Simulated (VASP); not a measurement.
# SnH7 (Fm-3m) in VASP: a series of runs

SnH7 is run at these levels: PBE; tasks: relaxation of cell and atoms, single point.

Everything below comes from runs of VASP 6.6.1. Logs are shortened: lines on timing, memory, paths and dates and some standing lists are left out, and cuts for length are marked.

### Step 1. The cell of the first run

Symmetry: Fm-3m, No. 225, cubic system. The conventional cell has a = 5.899 Å, b = 5.899 Å, c = 5.899 Å, α = 90.00°, β = 90.00°, γ = 90.00°. Within 2.8 Å of Sn (site symmetry m-3m) lie 12 H at 2.09 Å. Within 2.8 Å of H (site symmetry m-3m) lie 12 H at 2.09 Å. Within 2.8 Å of H (site symmetry mmm) lie 2 Sn at 2.09 Å and 10 H at 2.09 Å.

### Step 2. Relaxation of cell and atoms, PBE

Input file INCAR:

```
SYSTEM = SnH7
ALGO     = Normal         ! electronic algorithm
EDIFF    = 1E-7           ! SCF threshold, eV
EDIFFG   = -0.04          ! ionic threshold
ENCUT    = 600            ! plane-wave cutoff, eV
GGA      = PE             ! functional
IBRION   = 2              ! ionic algorithm
ISIF     = 3              ! what is computed and relaxed
ISMEAR   = 0              ! smearing method
LASPH    = .True.         ! aspherical terms in the spheres
LCHARG   = .False.        ! write CHGCAR
LREAL    = .False.        ! projectors in reciprocal space
LWAVE    = .False.        ! write WAVECAR
NELM     = 80             ! most SCF steps
NSW      = 90             ! ionic steps
PREC     = Accurate       ! precision mode
SIGMA    = 0.1            ! smearing width, eV
```

Input file KPOINTS:

```
k-points
0
Gamma
  6 6 6
  0 0 0
```

Input file POSCAR:

```
SnH7
1.0
    0.0000000000      2.9497392661      2.9497392661
    2.9497392661      0.0000000000      2.9497392661
    2.9497392661      2.9497392661      0.0000000000
Sn H
1 7
Direct
    0.0000000000      0.0000000000      0.0000000000
    0.5000000000      0.5000000000      0.5000000000
    0.5000000000      0.0000000000      0.0000000000
    0.5000000000      0.0000000000      0.5000000000
    0.0000000000      0.5000000000      0.5000000000
    0.0000000000      0.5000000000      0.0000000000
    0.5000000000      0.5000000000      0.0000000000
    0.0000000000      0.0000000000      0.5000000000
```

Potentials or basis: VASP PAW PBE potentials, release 64 (Sn_d, H).

Run with:

```bash
$ cat potpaw_PBE.64/Sn_d/POTCAR potpaw_PBE.64/H/POTCAR > POTCAR
$ mpirun -np 1 vasp_std > vasp.out
```

OUTCAR:

```text
SYSTEM = SnH7
   EDIFF = 1E-7
   EDIFFG = -0.04
   ENCUT = 600
   GGA = PE
   IBRION = 2
   ISIF = 3
   ISMEAR = 0
   LASPH = .True.
   LREAL = .False.
   NELM = 80
   NSW = 90
   PREC = Accurate

 ion  position               nearest neighbor table
   1  0.000  0.000  0.000-   3 2.09   6 2.09   8 2.09   4 2.09   5 2.09   8 2.09   5 2.09   6 2.09
                             7 2.09   3 2.09   4 2.09   7 2.09
   2  0.500  0.500  0.500-
   3  0.500  0.000  0.000-   1 2.09   1 2.09
   4  0.500  0.000  0.500-   1 2.09   1 2.09
   5  0.000  0.500  0.500-   1 2.09   1 2.09
   6  0.000  0.500  0.000-   1 2.09   1 2.09
   7  0.500  0.500  0.000-   1 2.09   1 2.09
   8  0.000  0.000  0.500-   1 2.09   1 2.09

  LATTYP: Found a face centered cubic cell.
 ALAT       =     5.8994785322

  Lattice vectors:

 A1 = (   0.0000000000,   2.9497392661,   2.9497392661)
 A2 = (   2.9497392661,   0.0000000000,   2.9497392661)
 A3 = (   2.9497392661,   2.9497392661,   0.0000000000)

Analysis of symmetry for initial positions (statically):
=====================================================================
 Subroutine PRICEL returns:
 Original cell was already a primitive cell.

 Routine SETGRP: Setting up the symmetry group for a
 face centered cubic supercell.

 Subroutine GETGRP returns: Found 48 space group operations
[... 9 lines left out ...]

 Routine SETGRP: Setting up the symmetry group for a
 face centered cubic supercell.

 Subroutine GETGRP returns: Found 48 space group operations
[... 11 lines left out ...]
                                     Primitive cell

  volume of cell :      51.3311

  direct lattice vectors                    reciprocal lattice vectors
     0.000000000  2.949739266  2.949739266    -0.169506507  0.169506507  0.169506507
     2.949739266  0.000000000  2.949739266     0.169506507 -0.169506507  0.169506507
     2.949739266  2.949739266  0.000000000     0.169506507  0.169506507 -0.169506507

  length of vectors
     4.171561276  4.171561276  4.171561276     0.293593883  0.293593883  0.293593883

  position of ions in fractional coordinates (direct lattice)
     0.000000000  0.000000000  0.000000000
     0.500000000  0.500000000  0.500000000
     0.500000000  0.000000000  0.000000000
     0.500000000  0.000000000  0.500000000
     0.000000000  0.500000000  0.500000000
     0.000000000  0.500000000  0.000000000
     0.500000000  0.500000000  0.000000000
     0.000000000  0.000000000  0.500000000

  ion indices of the primitive-cell ions
   primitive index   ion index
                 1           1
                 2           2
                 3           3
                 4           4
                 5           5
                 6           6
                 7           7
                 8           8

----------------------------------------------------------------------------------------

 KPOINTS: k-points

Automatic generation of k-mesh.
 Grid dimensions read from file:
 generate k-points for:    6    6    6

 Generating k-lattice:

  Cartesian coordinates                     Fractional coordinates (reciprocal lattice)
    -0.028251085  0.028251085  0.028251085     0.166666667  0.000000000  0.000000000
     0.028251085 -0.028251085  0.028251085     0.000000000  0.166666667  0.000000000
     0.028251085  0.028251085 -0.028251085     0.000000000  0.000000000  0.166666667

  Length of vectors
     0.048932314  0.048932314  0.048932314

  Shift w.r.t. Gamma in fractional coordinates (k-lattice)
     0.000000000  0.000000000  0.000000000

 Subroutine IBZKPT returns following result:
 ===========================================

 Found     16 irreducible k-points:

 Following reciprocal coordinates:
            Coordinates               Weight
  0.000000  0.000000  0.000000      1.000000
  0.166667  0.000000  0.000000      8.000000
  0.333333  0.000000  0.000000      8.000000
  0.500000  0.000000  0.000000      4.000000
  0.166667  0.166667  0.000000      6.000000
  0.333333  0.166667  0.000000     24.000000
[... 8 lines left out ...]
 -0.333333  0.333333  0.166667     24.000000
 -0.333333  0.500000  0.166667     12.000000
   k-points           NKPTS =     16   k-points in BZ     NKDIM =     16   number of bands    NBANDS=     15
   number of dos      NEDOS =    301   number of ions     NIONS =      8
   total plane-waves  NPLWV =  46656
   dimension x,y,z NGX =    36 NGY =   36 NGZ =   36
   dimension x,y,z NGXF=    72 NGYF=   72 NGZF=   72
   ions per type =               1   7
   NGX,Y,Z   is equivalent  to a cutoff of  14.35, 14.35, 14.35 a.u.
   NGXF,Y,Z  is equivalent  to a cutoff of  28.69, 28.69, 28.69 a.u.
 SYSTEM =  SnH7
   PREC   = accura    normal or accurate (medium, high low for compatibility)
   ISTART =      0    job   : 0-new  1-cont  2-samecut
   ICHARG =      2    charge: 1-file 2-atom 10-const
   ISPIN  =      1    spin polarized calculation?
   LNONCOLLINEAR =      F non collinear calculations
   LSORBIT =      F    spin-orbit coupling
   LASPH  =      T    aspherical Exc in radial PAW
   ENCUT  =  600.0 eV  44.10 Ry    6.64 a.u.   8.33  8.33  8.33*2*pi/ulx,y,z
   NELM   =     80;   NELMIN=  2; NELMDL= -5     # of ELM steps
   EDIFF  = 0.1E-06   stopping-criterion for ELM
   LREAL  =      F    real-space projection
   EDIFFG = -.4E-01   stopping-criterion for IOM
   NSW    =     90    number of steps for IOM
   IBRION =      2    ionic relax: 0-MD 1-quasi-New 2-CG
   NFREE  =      1    steps in history (QN), initial steepest desc. (CG)
   ISIF   =      3    stress and relaxation
   ISYM   =      2    0-nonsym 1-usesym 2-fastsym
   POTIM  = 0.5000    time-step for ionic-motion
   TEBEG  =    0.0;   TEEND  =   0.0 temperature during run
   PSTRESS=    0.0 pullay stress
   NELECT =      21.0000    total number of electrons
   NUPDOWN=      -1.0000    fix difference up-down
   EMIN   =  10.00;   EMAX   =-10.00  energy-range for DOS
   EFERMI =   0.00;   METHOD = LEGACY
   ISMEAR =     0;   SIGMA  =   0.10  broadening in eV -4-tet -1-fermi 0-gaus
   EFERMI_NEDOS =   21; number of points for ismear=-14 and -15
   IALGO  =     38    algorithm
   IMIX   =      4    mixing-type and parameters
     AMIX     =   0.40;   BMIX     =  1.00
     AMIX_MAG =   1.60;   BMIX_MAG =  1.00
  volume/ion in A,a.u.               =       6.42        43.30
  Fermi-wavevector in a.u.,A,eV,Ry     =   1.215312  2.296606 20.095563  1.476982
  Thomas-Fermi vector in A             =   2.350703
   LORBIT       =      0    0 simple, 1 ext, 2 COOP (PROOUT), +10 PAW based schemes
   GGA     = PE    functional components
   LHFCALC =     F    Hartree Fock is set to
   AEXX    =    0.0000 exact exchange contribution
   IVDW    =     0    specifies the selected vdW correction
   LEPSILON=     F    determine dielectric tensor
   LRPA    =     F    only Hartree local field effects (RPA)
 conjugate gradient relaxation of ions
 non-spin polarized calculation
 Gauss-broadening in eV      SIGMA  =   0.10
  energy-cutoff  :      600.00
  volume of cell :       51.33
 maximum number of plane-waves:      1736
 NGX is ok and might be reduce to    36
   NGX = 17   NGY = 17   NGZ = 17

 number of electron      21.0000000 magnetization

 Free energy of the ion-electron system (eV)
  ---------------------------------------------------
  ext. energy  EPLUGINS =         0.00000000
  ---------------------------------------------------
  free energy    TOTEN  =       -18.63100656 eV

  energy without entropy =      -18.61700945  energy(sigma->0) =      -18.62400800

 E-fermi :   4.0682     XC(G=0): -10.3747

 val. band max:        4.0229225713   @ k =   0.1667   0.0000   0.0000
 cond. band min:       4.1155994277   @ k =   0.3333   0.0000   0.0000
 fundamental gap:      0.0926768563
 Fermi energy:         4.0681945957

 k-point     1 :       0.0000    0.0000    0.0000
  band No.  band energies     occupation
      1     -17.1653      2.00000
      2     -17.1653      2.00000
      3     -17.1653      2.00000
      4     -17.1182      2.00000
      5     -17.1182      2.00000
      6      -8.1465      2.00000
      7       2.8469      2.00000
      8       2.8469      2.00000
      9       2.8469      2.00000
     10       4.3997      0.00000
     11       6.0034      0.00000
     12       6.0034      0.00000
     13       6.0034      0.00000
     14       6.0138      0.00000
     15       6.0138      0.00000

 k-point     2 :       0.1667    0.0000    0.0000
  band No.  band energies     occupation
      1     -17.1616      2.00000
      2     -17.1588      2.00000
      3     -17.1588      2.00000
      4     -17.1161      2.00000
      5     -17.1161      2.00000
      6      -7.7947      2.00000
      7       0.7060      2.00000
      8       2.5496      2.00000
      9       2.5496      2.00000
     10       4.0229      1.47799
     11       4.9261      0.00000
     12       4.9261      0.00000
     13       6.8122      0.00000
     14       7.4330      0.00000
     15       7.4330      0.00000
[... 221 lines left out ...]
      3     -17.1187      2.00000
      4     -17.1147      2.00000
      5     -17.1023      2.00000
      6      -4.6139      2.00000
      7      -3.3478      2.00000
      8      -1.4571      2.00000
      9      -0.5740      2.00000
     10       3.8161      1.99964
     11       4.4018      0.00000
     12       5.4734      0.00000
     13       6.8199      0.00000
     14      11.8289      0.00000
     15      11.8617      0.00000

 k-point    16 :      -0.3333    0.5000    0.1667
  band No.  band energies     occupation
      1     -17.1619      2.00000
      2     -17.1271      2.00000
      3     -17.1237      2.00000
      4     -17.1093      2.00000
      5     -17.0996      2.00000
      6      -4.0328      2.00000
      7      -3.1720      2.00000
      8      -1.8077      2.00000
      9      -1.4216      2.00000
     10       3.3569      2.00000
     11       3.7554      1.99999
     12       5.6944      0.00000
     13       7.5308      0.00000
     14      12.9390      0.00000
     15      13.3984      0.00000

------------------------ aborting loop because EDIFF is reached ----------------------------------------

  FORCE on cell =-STRESS in cart. coord.  units (eV):
  Direction    XX          YY          ZZ          XY          YZ          ZX
  --------------------------------------------------------------------------------------
  -------------------------------------------------------------------------------------
  Total       -0.0963802     -0.0963802     -0.0963802      0.0000000      0.0000000      0.0000000
  in kB       -3.0082752     -3.0082752     -3.0082752      0.0000000      0.0000000      0.0000000
  external PRESSURE =      -3.0082752 kB  Pullay stress =       0.0000000 kB

 VOLUME and BASIS-vectors are now :
 -----------------------------------------------------------------------------
  energy-cutoff  :      600.00
  volume of cell :       51.33
      direct lattice vectors                 reciprocal lattice vectors
     0.000000000  2.949739266  2.949739266    -0.169506507  0.169506507  0.169506507
     2.949739266  0.000000000  2.949739266     0.169506507 -0.169506507  0.169506507
     2.949739266  2.949739266  0.000000000     0.169506507  0.169506507 -0.169506507

 POSITION                                       TOTAL-FORCE (eV/Angst)
 -----------------------------------------------------------------------------------
      0.00000      0.00000      0.00000         0.000000     -0.000000     -0.000000
      2.94974      2.94974      2.94974         0.000000     -0.000000     -0.000000
      0.00000      1.47487      1.47487         0.000000     -0.000000     -0.000000
      1.47487      2.94974      1.47487         0.000000      0.000000     -0.000000
      2.94974      1.47487      1.47487         0.000000     -0.000000     -0.000000
      1.47487      0.00000      1.47487         0.000000     -0.000000     -0.000000
      1.47487      1.47487      2.94974        -0.000000      0.000000     -0.000000
      1.47487      1.47487      0.00000         0.000000     -0.000000      0.000000
 -----------------------------------------------------------------------------------
    total drift:                               -0.000000      0.000000      0.000000

  FREE ENERGIE OF THE ION-ELECTRON SYSTEM (eV)
  ---------------------------------------------------
  free  energy   TOTEN  =       -18.6310065571 eV

  energy  without entropy=      -18.6170094487  energy(sigma->0) =      -18.62400800

 reached required accuracy - stopping structural energy minimisation
```

It took 34 s on 1 thread of Intel Xeon Platinum 8259CL at 2.50GHz (Skylake/Cascade Lake), shared host; peak memory 0.2 GiB.

Results:

| Quantity | Value |
| --- | --- |
| Free energy | -18.6310 eV |
| Pressure after relaxing | -0.3 GPa |

Final structure:
```xyz
8
Lattice="0.0000 2.9497 2.9497 2.9497 0.0000 2.9497 2.9497 2.9497 0.0000" Properties=species:S:1:pos:R:3 pbc="T T T"
Sn    0.0000    0.0000    0.0000
H     2.9497    2.9497    2.9497
H     0.0000    1.4749    1.4749
H     1.4749    2.9497    1.4749
H     2.9497    1.4749    1.4749
H     1.4749    0.0000    1.4749
H     1.4749    1.4749    2.9497
H     1.4749    1.4749    0.0000
```

Levels at points of the mesh, in eV from the Fermi level:
```tsv
k point	band 9	band 10	band 11	band 12	band 13	band 14
(0.00, 0.00, 0.00)	-1.22	0.33	1.94	1.94	1.94	1.95
(0.50, 0.00, 0.00)	-2.09	-0.43	-0.43	0.31	1.02	6.77
(0.50, 0.50, 0.00)	-4.34	-2.73	-2.35	2.52	5.03	9.45
```

Caveat: the relaxation stopped at its first step, so nothing moved; spin-orbit coupling is left out, which moves the levels of the heavy elements.

### Step 3. Single point, PBE

This run uses another cell than the first one, of 6.39 Å³/atom, 0.996 times its volume.

Input file INCAR:

```
SYSTEM = SnH7
PREC = Accurate
ENCUT = 520
EDIFF = 1E-7
ISMEAR = 0
SIGMA = 0.1
LREAL = .FALSE.
LASPH = .TRUE.
NELM = 60
ALGO = Normal
ISIF = 2
LWAVE = .FALSE.
LCHARG = .FALSE.
GGA = PE
NBANDS = 20
```

Input file KPOINTS:

```
Automatic mesh
0
G
  12 12 12
  0 0 0
```

Changes to POSCAR since step 2:

```diff
@@ -2,5 +2,5 @@
 1.0
-    0.0000000000      2.9497392661      2.9497392661
-    2.9497392661      0.0000000000      2.9497392661
-    2.9497392661      2.9497392661      0.0000000000
+    0.0000000000      2.9462025950      2.9462025950
+    2.9462025950      0.0000000000      2.9462025950
+    2.9462025950      2.9462025950      0.0000000000
 Sn H
```

Potentials or basis: VASP PAW PBE potentials, release 64 (Sn_d, H).

Run with:

```bash
$ cat potpaw_PBE.64/Sn_d/POTCAR potpaw_PBE.64/H/POTCAR > POTCAR
$ mpirun -np 1 vasp_std > vasp.out
```

It took 70 s on 1 thread of Intel Xeon Platinum 8259CL at 2.50GHz (Skylake/Cascade Lake), shared host; peak memory 0.21 GiB.

The run converged. Its results:

```yaml
Free_energy: -18.6859 eV
Pressure: -0.3 GPa
```

Levels at points of the mesh, in eV from the Fermi level:
```tsv
k point	band 9	band 10	band 11	band 12	band 13	band 14
(0.00, 0.00, 0.00)	-1.33	0.20	1.83	1.83	1.83	1.85
(0.50, 0.00, 0.00)	-2.20	-0.53	-0.53	0.17	0.92	6.69
(0.50, 0.50, 0.00)	-4.46	-2.84	-2.48	2.42	4.93	9.37
```

Caveat: spin-orbit coupling is left out, which moves the levels of the heavy elements.
